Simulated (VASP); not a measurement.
Write the native input for VASP 6.6.1 that does the following.

```yaml
Task: single point
Functional: LDA
Potentials_or_basis: VASP PAW LDA potentials, release 64 (Cu, As)
Cutoff: 520 eV
k_mesh: 12 × 12 × 8
Occupations: gaussian, width 0.15 eV
Spin: no spin polarisation
Dipole_correction: no
Further_INCAR_settings: ALGO = Normal; EDIFF = 1e-07; NBANDS = 24
```

The structure of CuAs lies in POSCAR:

```
CuAs
1.0
    3.6915000000      0.0000000000      0.0000000000
   -1.8457500000      3.1969327781      0.0000000000
    0.0000000000      0.0000000000      4.4694000000
Cu As
2 2
Direct
    0.0000000000      0.0000000000      0.5000000000
    0.0000000000      0.0000000000      0.0000000000
    0.6666666667      0.3333333333      0.7500000000
    0.3333333333      0.6666666667      0.2500000000
```

The input as run:

INCAR

```
SYSTEM = CuAs
PREC = Accurate
ENCUT = 520
EDIFF = 1E-7
ISMEAR = 0
SIGMA = 0.15
LREAL = .FALSE.
LASPH = .TRUE.
NELM = 60
ALGO = Normal
ISIF = 2
LWAVE = .FALSE.
LCHARG = .TRUE.
LELF = .TRUE.
LVHAR = .TRUE.
NBANDS = 24
```

KPOINTS

```
regular mesh
0
G
  12 12 8
  0 0 0
```

Potentials or basis: VASP PAW LDA potentials, release 64 (Cu, As).

The run is started by

```console
$ cat potpaw_LDA.64/Cu/POTCAR potpaw_LDA.64/As/POTCAR > POTCAR
$ mpirun -np 1 vasp_std > vasp.out
```

It gave:

The pressure is 24.3 GPa and the band gap on the k mesh is zero (band 16 reaches 10.23 eV, above the bottom of band 17 at 8.19 eV).

Wall time 91 s on 1 thread of AMD EPYC 9R45 96-Core Processor (Zen 5), on a shared host, peak memory 0.2 GiB.
